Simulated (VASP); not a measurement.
Crystal: Cl.

```
Cl
1.0
     3.14500   -2.25000    0.00000
     3.14500    2.25000    0.00000
     0.00000    0.00000    8.21000
Cl
4
Direct
  0.37000 0.63000 0.40000
  0.13000 0.87000 0.90000
  0.63000 0.37000 0.60000
  0.87000 0.13000 0.10000
```

* Program: VASP 6.6.1
* Task: relaxation of cell and atoms
* Functional: LDA
* Potentials or basis: VASP PAW LDA potentials, release 64 (Cl)
* Cutoff: 600 eV
* k mesh: 7 × 7 × 4
* Occupations: fermi-dirac, width 0.05 eV
* Spin: no spin polarisation

At the start: pressure -2.7 GPa; volume 29.05 Å³/atom.

Problem. Where does the relaxation end?

Solution. Over 25 steps the energy falls by 82.7 meV/atom and the volume is 22.48 Å³/atom (-22.6 %); space group Cmce (No. 64, to 0.1 Å) before and after.

Step by step:
| step | energy change (eV) | largest force (eV/Å) | pressure (GPa) | volume (Å³) |
| --- | --- | --- | --- | --- |
| 1 | 0.0000 | 0.3163 | -2.66 | 116.19 |
| 2 | -0.0136 | 1.4947 | 1.04 | 108.25 |
| 3 | -0.0509 | 0.6039 | -0.84 | 111.75 |
| 4 | -0.1273 | 0.5777 | -0.74 | 106.23 |
| 5 | -0.2755 | 0.5962 | 1.13 | 90.75 |
| 6 | -0.2226 | 0.8330 | -2.87 | 90.76 |
| 7 | -0.2990 | 0.0109 | -0.45 | 90.76 |
| 8 | -0.2990 | 0.0038 | -0.41 | 90.76 |
| 9 | -0.3061 | 0.0203 | -0.22 | 89.85 |
| 10 | -0.3136 | 0.0599 | 0.31 | 87.96 |
| 11 | -0.3138 | 0.0682 | 0.42 | 87.62 |
| 12 | -0.3201 | 0.1228 | 0.06 | 88.04 |
| 13 | -0.3226 | 0.2078 | -0.33 | 88.50 |
| 14 | -0.3253 | 0.1449 | -0.14 | 88.50 |
| 15 | -0.3269 | 0.0709 | 0.13 | 88.49 |
| 16 | -0.3269 | 0.0584 | 0.19 | 88.49 |
| 17 | -0.3274 | 0.0570 | 0.16 | 88.62 |
| 18 | -0.3284 | 0.0534 | 0.06 | 89.02 |
| 19 | -0.3296 | 0.0474 | -0.12 | 89.83 |
| 20 | -0.3297 | 0.0458 | -0.19 | 90.11 |
| 21 | -0.3300 | 0.0611 | 0.05 | 90.02 |
| 22 | -0.3301 | 0.0532 | 0.01 | 90.03 |
| 23 | -0.3306 | 0.0300 | -0.01 | 89.99 |
| 24 | -0.3309 | 0.0069 | -0.04 | 89.92 |
| 25 | -0.3309 | 0.0057 | -0.03 | 89.93 |

Final structure:
```
Cl
1.0
     3.08931   -1.86712    0.00000
     3.08931    1.86712    0.00000
     0.00000    0.00000    7.79510
Cl
4
Direct
  0.36387 0.63613 0.38719
  0.13613 0.86387 0.88719
  0.63613 0.36387 0.61281
  0.86387 0.13613 0.11281
```

Caveat: the volume moved by over 15 % at a fixed basis, so the end points are rough.
